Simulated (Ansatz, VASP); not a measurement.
## Two plane-wave programs on CdSe

INCAR

```
PREC = Accurate ; ENCUT = 500
EDIFF = 1E-7 ; ISMEAR = -1
SIGMA = 0.08 ; LREAL = False
LASPH = True ; NELM = 120
ALGO = Normal ; ISIF = 3
LWAVE = False ; LCHARG = False
GGA = PE ; IBRION = 2
NSW = 60 ; EDIFFG = -0.005
GGA_COMPAT = False ; NELMIN = 4
```

File KPOINTS:

```
Automatic mesh
0
Gamma
  14 14 14
```

File POSCAR:

```
CdSe
1.0
    0.0000000000      2.6892810254      2.6892810254
    2.6892810254      0.0000000000      2.6892810254
    2.6892810254      2.6892810254      0.0000000000
Cd Se
1 1
Direct
    0.0000000000      0.0000000000      0.0000000000
    0.5000000000      0.5000000000      0.5000000000
```

Input for Ansatz:

```yaml
crystal:
  lattice:
    - [0.0, 2.6892810254, 2.6892810254]
    - [2.6892810254, 0.0, 2.6892810254]
    - [2.6892810254, 2.6892810254, 0.0]
  atoms:
    - { symbol: Cd, position: [0.0, 0.0, 0.0] }
    - { symbol: Se, position: [0.5, 0.5, 0.5] }
kpoints:
  mp_grid: { grid: [14, 14, 14] }
scf:
  occupations: { method: fermi_dirac, width: 0.08 }
hamiltonian:
  xc: pbe
  pseudopotentials: { kind: paw }
output:
  forces: true
  stress: true
  write_density: true
  write_potential: true
  elf: true
  volumetric_format: npy
relax:
  f_tol: 0.005
  max_steps: 40
  cell: {}
```

Alike in both runs: task relaxation of cell and atoms; functional PBE; k mesh 14 × 14 × 14; occupations fermi-dirac, width 0.08 eV; no spin polarisation.

|  | VASP | Ansatz |
| --- | --- | --- |
| version | VASP 6.6.1 | Ansatz 0.2.0 |
| potentials or method | VASP PAW PBE potentials, release 64 (Cd, Se) | PAW with Ansatz's default frozen-core files, scalar-relativistic |
| plane-wave cutoff (eV) | 500 | 420 |
| valence electrons in the cell | 18 | 36 |

Ansatz gave:

- relaxed volume (Å³/atom): 23.62
- relaxed cell length with the largest relative difference (Å): 4.058

Q: Estimate VASP's values.

A: Relaxed volume (Å³/atom): 23.65; relaxed cell length with the largest relative difference (Å): 4.059.

VASP's potentials hold 18 valence electrons a cell and Ansatz's 36, so a difference there can come from the potentials and not from the codes.

Noted on VASP's run: the volume moved by over 15 % at a fixed basis, so the end points are rough.
